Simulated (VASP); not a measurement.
The system is SnTe.

```
Sn Te
1.0
     0.00000    3.14949    3.19210
     3.14949    0.00000    3.19210
     3.14949    3.14949    0.00000
Sn Te
1 1
Direct
  0.00000 0.00000 0.00000
  0.50000 0.50000 0.50000
```

This cell differs from its parent crystal: epitaxial xy strain -1.2%.

Base run:

| Quantity | Value |
| --- | --- |
| Program | VASP 6.6.1 |
| Functional | r2SCAN |
| Potentials or basis | VASP PAW PBE potentials, release 64 (Sn_d, Te) |
| Cutoff | 520 eV |
| k mesh | 8 × 8 × 8 |
| Occupations | fermi-dirac, width 0.02 eV |
| Spin | no spin polarisation |

Its results: band gap on the k mesh 0.05 eV; pressure 1.0 GPa.

Question: The run is repeated on the same cell with these changes: functional from r2SCAN to PBE. What comes out?

Answer: Band gap on the k mesh 0.07 eV; pressure 1.7 GPa.

Caveats: spin-orbit coupling is left out, which moves the levels of the heavy elements; the PAW data sets were made with another functional, which shifts forces and pressure a little (at least some runs).

A k mesh can miss the band edges.
